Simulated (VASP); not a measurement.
# KCl (Fm-3m) in VASP: relaxation of cell and atoms with PBE+D3(BJ)

Aim: the relaxation of cell and atoms of KCl with PBE+D3(BJ).

Program: VASP 6.6.1. These are calculated values, not measurements. Logs are shortened: lines on timing, memory, paths and dates and some standing lists are left out, and cuts for length are marked.

## (1) The cell of the first run

Symmetry: Fm-3m, No. 225, cubic system. The conventional cell has a = 6.312 Å, b = 6.312 Å, c = 6.312 Å, α = 90.00°, β = 90.00°, γ = 90.00°. Within 4.2 Å of K (site symmetry m-3m) lie 6 Cl at 3.16 Å. Cl (site symmetry m-3m) has 6 K at 3.16 Å within 4.2 Å.

## (2) Relaxation of cell and atoms, PBE+D3(BJ)

File INCAR:

```
  PREC = Accurate
  ENCUT = 600
  EDIFF = 1E-6
  ISMEAR = 0
  SIGMA = 0.02
  LREAL = False
  LASPH = True
  NELM = 100
  ALGO = Normal
  ISIF = 3
  LWAVE = False
  LCHARG = False
  GGA = PE
  IVDW = 12
  IBRION = 2
  NSW = 100
  EDIFFG = -0.005
```

File KPOINTS:

```
regular mesh
0
Gamma
  6 6 6
```

File POSCAR:

```
KCl
1.0
    0.0000000000      3.1561000000      3.1561000000
    3.1561000000      0.0000000000      3.1561000000
    3.1561000000      3.1561000000      0.0000000000
K Cl
1 1
Direct
    0.0000000000      0.0000000000      0.0000000000
    0.5000000000      0.5000000000      0.5000000000
```

Potentials or basis: VASP PAW PBE potentials, release 64 (K_sv, Cl).

On the command line:

```
cat potpaw_PBE.64/K_sv/POTCAR potpaw_PBE.64/Cl/POTCAR > POTCAR
mpirun -np 1 vasp_std > vasp.out
```

OUTCAR:

```text
PREC = Accurate
   ENCUT = 600
   EDIFF = 1E-6
   ISMEAR = 0
   LREAL = False
   LASPH = True
   NELM = 100
   ISIF = 3
   GGA = PE
   IVDW = 12
   IBRION = 2
   NSW = 100
   EDIFFG = -0.005
 IVDW          = 12

 ion  position               nearest neighbor table
   1  0.000  0.000  0.000-   2 3.16   2 3.16   2 3.16   2 3.16   2 3.16   2 3.16
   2  0.500  0.500  0.500-   1 3.16   1 3.16   1 3.16   1 3.16   1 3.16   1 3.16

  LATTYP: Found a face centered cubic cell.
 ALAT       =     6.3122000000

  Lattice vectors:

 A1 = (   0.0000000000,   3.1561000000,   3.1561000000)
 A2 = (   3.1561000000,   0.0000000000,   3.1561000000)
 A3 = (   3.1561000000,   3.1561000000,   0.0000000000)

Analysis of symmetry for initial positions (statically):
=====================================================================
 Subroutine PRICEL returns:
 Original cell was already a primitive cell.

 Routine SETGRP: Setting up the symmetry group for a
 face centered cubic supercell.

 Subroutine GETGRP returns: Found 48 space group operations
 (whereof 48 operations were pure point group operations)
 out of a pool of 48 trial point group operations.

The static configuration has the point symmetry O_h .

Analysis of symmetry for dynamics (positions and initial velocities):
=====================================================================
 Subroutine PRICEL returns:
 Original cell was already a primitive cell.

 Routine SETGRP: Setting up the symmetry group for a
 face centered cubic supercell.

 Subroutine GETGRP returns: Found 48 space group operations
 (whereof 48 operations were pure point group operations)
 out of a pool of 48 trial point group operations.

The dynamic configuration has the point symmetry O_h .

 Subroutine INISYM returns: Found 48 space group operations
 (whereof 48 operations are pure point group operations),
 and found     1 'primitive' translations

----------------------------------------------------------------------------------------

                                     Primitive cell

  volume of cell :      62.8756

  direct lattice vectors                    reciprocal lattice vectors
     0.000000000  3.156100000  3.156100000    -0.158423371  0.158423371  0.158423371
     3.156100000  0.000000000  3.156100000     0.158423371 -0.158423371  0.158423371
     3.156100000  3.156100000  0.000000000     0.158423371  0.158423371 -0.158423371

  length of vectors
     4.463399424  4.463399424  4.463399424     0.274397327  0.274397327  0.274397327

  position of ions in fractional coordinates (direct lattice)
     0.000000000  0.000000000  0.000000000
     0.500000000  0.500000000  0.500000000

  ion indices of the primitive-cell ions
   primitive index   ion index
                 1           1
                 2           2

----------------------------------------------------------------------------------------

 KPOINTS: regular mesh

Automatic generation of k-mesh.
 Grid dimensions read from file:
 generate k-points for:    6    6    6

 Generating k-lattice:

  Cartesian coordinates                     Fractional coordinates (reciprocal lattice)
    -0.026403895  0.026403895  0.026403895     0.166666667  0.000000000  0.000000000
     0.026403895 -0.026403895  0.026403895     0.000000000  0.166666667  0.000000000
     0.026403895  0.026403895 -0.026403895     0.000000000  0.000000000  0.166666667

  Length of vectors
     0.045732888  0.045732888  0.045732888

  Shift w.r.t. Gamma in fractional coordinates (k-lattice)
     0.000000000  0.000000000  0.000000000

 Subroutine IBZKPT returns following result:
 ===========================================

 Found     16 irreducible k-points:

 Following reciprocal coordinates:
            Coordinates               Weight
  0.000000  0.000000  0.000000      1.000000
  0.166667  0.000000  0.000000      8.000000
  0.333333  0.000000  0.000000      8.000000
  0.500000  0.000000  0.000000      4.000000
  0.166667  0.166667  0.000000      6.000000
  0.333333  0.166667  0.000000     24.000000
[... 8 lines left out ...]
 -0.333333  0.333333  0.166667     24.000000
 -0.333333  0.500000  0.166667     12.000000
   k-points           NKPTS =     16   k-points in BZ     NKDIM =     16   number of bands    NBANDS=     12
   number of dos      NEDOS =    301   number of ions     NIONS =      2
   total plane-waves  NPLWV =  46656
   dimension x,y,z NGX =    36 NGY =   36 NGZ =   36
   dimension x,y,z NGXF=    72 NGYF=   72 NGZF=   72
   ions per type =               1   1
   NGX,Y,Z   is equivalent  to a cutoff of  13.41, 13.41, 13.41 a.u.
   NGXF,Y,Z  is equivalent  to a cutoff of  26.82, 26.82, 26.82 a.u.
 SYSTEM =  unknown system
   PREC   = accura    normal or accurate (medium, high low for compatibility)
   ISTART =      0    job   : 0-new  1-cont  2-samecut
   ICHARG =      2    charge: 1-file 2-atom 10-const
   ISPIN  =      1    spin polarized calculation?
   LNONCOLLINEAR =      F non collinear calculations
   LSORBIT =      F    spin-orbit coupling
   LASPH  =      T    aspherical Exc in radial PAW
   ENCUT  =  600.0 eV  44.10 Ry    6.64 a.u.   8.91  8.91  8.91*2*pi/ulx,y,z
   NELM   =    100;   NELMIN=  2; NELMDL= -5     # of ELM steps
   EDIFF  = 0.1E-05   stopping-criterion for ELM
   LREAL  =      F    real-space projection
   EDIFFG = -.5E-02   stopping-criterion for IOM
   NSW    =    100    number of steps for IOM
   IBRION =      2    ionic relax: 0-MD 1-quasi-New 2-CG
   NFREE  =      1    steps in history (QN), initial steepest desc. (CG)
   ISIF   =      3    stress and relaxation
   ISYM   =      2    0-nonsym 1-usesym 2-fastsym
   POTIM  = 0.5000    time-step for ionic-motion
   TEBEG  =    0.0;   TEEND  =   0.0 temperature during run
   PSTRESS=    0.0 pullay stress
   NELECT =      16.0000    total number of electrons
   NUPDOWN=      -1.0000    fix difference up-down
   EMIN   =  10.00;   EMAX   =-10.00  energy-range for DOS
   EFERMI =   0.00;   METHOD = LEGACY
   ISMEAR =     0;   SIGMA  =   0.02  broadening in eV -4-tet -1-fermi 0-gaus
   EFERMI_NEDOS =   21; number of points for ismear=-14 and -15
   IALGO  =     38    algorithm
   IMIX   =      4    mixing-type and parameters
     AMIX     =   0.40;   BMIX     =  1.00
     AMIX_MAG =   1.60;   BMIX_MAG =  1.00
  volume/ion in A,a.u.               =      31.44       212.15
  Fermi-wavevector in a.u.,A,eV,Ry     =   1.037419  1.960437 14.643101  1.076238
  Thomas-Fermi vector in A             =   2.171856
   LORBIT       =      0    0 simple, 1 ext, 2 COOP (PROOUT), +10 PAW based schemes
   GGA     = PE    functional components
   LHFCALC =     F    Hartree Fock is set to
   AEXX    =    0.0000 exact exchange contribution
   IVDW    =    12    specifies the selected vdW correction
   LEPSILON=     F    determine dielectric tensor
   LRPA    =     F    only Hartree local field effects (RPA)
 conjugate gradient relaxation of ions
 non-spin polarized calculation
 Gauss-broadening in eV      SIGMA  =   0.02
  energy-cutoff  :      600.00
  volume of cell :       62.88
 maximum number of plane-waves:      2126
   NGX = 17   NGY = 17   NGZ = 17

--------------------------------------- Ionic step        1  -------------------------------------------

 number of electron      16.0000000 magnetization

 Free energy of the ion-electron system (eV)
  ---------------------------------------------------
  ext. energy  EPLUGINS =         0.00000000
  ---------------------------------------------------
  free energy    TOTEN  =        -6.80682662 eV

  energy without entropy =       -6.80682662  energy(sigma->0) =       -6.80682662

------------------------ aborting loop because EDIFF is reached ----------------------------------------

 Edisp (eV)   -0.38440

 E8    (eV) :    -0.1745

  FORCE on cell =-STRESS in cart. coord.  units (eV):
  Direction    XX          YY          ZZ          XY          YZ          ZX
  --------------------------------------------------------------------------------------
  -------------------------------------------------------------------------------------
  Total      -0.13598    -0.13598    -0.13598     0.00000    -0.00000    -0.00000
  in kB      -3.46512    -3.46512    -3.46512     0.00000    -0.00000    -0.00000
  external pressure =       -3.47 kB  Pullay stress =        0.00 kB

 VOLUME and BASIS-vectors are now :
 -----------------------------------------------------------------------------
  energy-cutoff  :      600.00
  volume of cell :       62.88
      direct lattice vectors                 reciprocal lattice vectors
     0.000000000  3.156100000  3.156100000    -0.158423371  0.158423371  0.158423371
     3.156100000  0.000000000  3.156100000     0.158423371 -0.158423371  0.158423371
     3.156100000  3.156100000  0.000000000     0.158423371  0.158423371 -0.158423371
[... 41 lines left out ...]
 POSITION                                       TOTAL-FORCE (eV/Angst)
 -----------------------------------------------------------------------------------
      3.14575     -0.00000      3.14575        -0.000000     -0.000000     -0.000000
      3.14575      3.14575      3.14575         0.000000      0.000000      0.000000
 -----------------------------------------------------------------------------------
    total drift:                                0.000000      0.000000      0.000000

  FREE ENERGIE OF THE ION-ELECTRON SYSTEM (eV)
  ---------------------------------------------------
  free  energy   TOTEN  =        -7.1922325041 eV

  energy  without entropy=       -7.1922325041  energy(sigma->0) =       -7.19223250

--------------------------------------- Ionic step        3  -------------------------------------------

 number of electron      16.0000002 magnetization

 Free energy of the ion-electron system (eV)
  ---------------------------------------------------
  ext. energy  EPLUGINS =         0.00000000
  ---------------------------------------------------
  free energy    TOTEN  =        -6.80082913 eV

  energy without entropy =       -6.80082913  energy(sigma->0) =       -6.80082913

 E-fermi :  -1.6771     XC(G=0):  -7.5781

 val. band max:       -1.8037286411   @ k =   0.0000   0.0000   0.0000
 cond. band min:       3.4171828624   @ k =   0.0000   0.0000   0.0000
 fundamental gap:      5.2209115035
 Fermi energy:        -1.6770912534

 k-point     1 :       0.0000    0.0000    0.0000
  band No.  band energies     occupation
      1     -28.9781      2.00000
      2     -13.9318      2.00000
      3     -12.4395      2.00000
      4     -12.4395      2.00000
      5     -12.4395      2.00000
      6      -1.8037      2.00000
      7      -1.8037      2.00000
      8      -1.8037      2.00000
      9       3.4172      0.00000
     10       6.5822      0.00000
     11       6.5822      0.00000
     12       6.5822      0.00000

 k-point     2 :       0.1667    0.0000    0.0000
  band No.  band energies     occupation
      1     -28.9753      2.00000
      2     -13.9844      2.00000
      3     -12.4419      2.00000
      4     -12.4419      2.00000
      5     -12.3731      2.00000
      6      -2.1227      2.00000
      7      -1.8914      2.00000
      8      -1.8914      2.00000
      9       4.0575      0.00000
     10       6.4131      0.00000
     11       6.9298      0.00000
     12       6.9298      0.00000
[... 234 lines left out ...]
 POSITION                                       TOTAL-FORCE (eV/Angst)
 -----------------------------------------------------------------------------------
      0.00000      0.00000      0.00000        -0.000000     -0.000000     -0.000000
      3.13643      3.13643      3.13643         0.000000      0.000000      0.000000
 -----------------------------------------------------------------------------------
    total drift:                                0.000000      0.000000      0.000000

  FREE ENERGIE OF THE ION-ELECTRON SYSTEM (eV)
  ---------------------------------------------------
  free  energy   TOTEN  =        -7.1925461738 eV

  energy  without entropy=       -7.1925461738  energy(sigma->0) =       -7.19254617

 reached required accuracy - stopping structural energy minimisation
```

Run time: 17 s. Hardware: 1 thread of Intel Xeon 6975P-C (Granite Rapids), shared host; peak memory 0.22 GiB.

What came out:

```
Free energy                            : -7.1925 eV
Relaxed volume                         : 30.85 Å³/atom
Relaxed cell                           : a = 4.436 Å, b = 4.436 Å, c = 4.436 Å, α = 60.00°, β = 60.00°, γ = 60.00°
Space group after relaxing (to 0.05 Å) : Fm-3m (No. 225)
Energy gained by relaxing              : 0.7 meV/atom
Ionic steps                            : 3
Pressure after relaxing                : 0.0 GPa
Band gap on the k mesh                 : 5.22 eV, direct
Dispersion energy per atom             : -0.196 eV
```

Step by step:
```tsv
step	energy change (eV)	largest force (eV/Å)	pressure (GPa)	volume (Å³)
1	0.0000	0.0000	-0.35	62.88
2	-0.0010	0.0000	-0.17	62.26
3	-0.0013	0.0000	-0.01	61.71
```

Final structure:
```cif
data_structure
_symmetry_space_group_name_H-M 'P 1'
_symmetry_Int_Tables_number 1
_cell_length_a 4.4356
_cell_length_b 4.4356
_cell_length_c 4.4356
_cell_angle_alpha 60.000
_cell_angle_beta 60.000
_cell_angle_gamma 60.000
_cell_volume 61.71
loop_
_atom_site_label
_atom_site_type_symbol
_atom_site_fract_x
_atom_site_fract_y
_atom_site_fract_z
_atom_site_occupancy
K1 K 0.00000 0.00000 0.00000 1
Cl1 Cl 0.50000 0.50000 0.50000 1
```

Levels at points of the mesh, in eV from the valence-band top:
```csv
k point,band 5,band 6,band 7,band 8,band 9,band 10,band 11,band 12
"(0.00, 0.00, 0.00)",-10.64,0.00,0.00,0.00,5.22,8.39,8.39,8.39
"(0.50, 0.00, 0.00)",-10.39,-1.07,-0.33,-0.33,7.62,8.64,10.56,10.56
"(0.50, 0.50, 0.00)",-10.69,-0.66,-0.23,-0.23,6.53,8.39,10.13,10.26
```
